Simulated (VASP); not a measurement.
Runs of VASP 6.6.1 on ZrSi2. The structure is that of space group P6/mmm (No. 191), or close to it. The cells are those of the table. 

| task | cell | k mesh | cutoff (eV) | gap on the mesh (eV) | pressure (GPa) | relaxed volume (Å³/atom) |
| --- | --- | --- | --- | --- | --- | --- |
| relaxation of cell and atoms | relaxed from a = 3.732, b = 3.732, c = 4.029 Å, angles 90.0, 90.0, 120.0°, 3 atoms | 6 × 6 × 4 | 600 | none | 0.0 | (a) |
| single point | a = 4.013, b = 4.013, c = 3.605 Å, angles 90.0, 90.0, 120.0°, 3 atoms | 6 × 6 × 4 | 520 | none | 0.0 | - |
| single point | a = 4.022, b = 4.022, c = 3.586 Å, angles 90.0, 90.0, 120.0°, 3 atoms | 6 × 6 × 6 | 520 | none | (b) | - |
| relaxation of cell and atoms | relaxed from a = 4.013, b = 4.013, c = 3.605 Å, angles 90.0, 90.0, 120.0°, 3 atoms | 6 × 6 × 6 | 600 | none | 0.1 | 16.77 |
| single point | a = 3.732, b = 3.732, c = 4.029 Å, angles 90.0, 90.0, 120.0°, 3 atoms | 6 × 6 × 4 | 520 | none | 10.9 | - |
| single point | a = 4.035, b = 4.035, c = 3.565 Å, angles 90.0, 90.0, 120.0°, 3 atoms | 12 × 12 × 14 | 520 | none | 0.0 | - |
| relaxation of cell and atoms | relaxed from a = 4.022, b = 4.022, c = 3.586 Å, angles 90.0, 90.0, 120.0°, 3 atoms | 12 × 12 × 14 | 600 | none | 0.0 | 16.75 |

Alike in all rows: level PBE; potentials or basis VASP PAW PBE potentials, release 64 (Zr_sv, Si); no spin polarisation; smearing gaussian 0.1 eV.

Q: Fill in the values left out.

A: (a) 16.76; (b) 0.3.

Caveats: some runs use coarse meshes.

A k mesh can miss the band edges, and the runs leave out spin-orbit coupling on Zr.

A gap of «none» marks levels without a gap at the run's occupations.
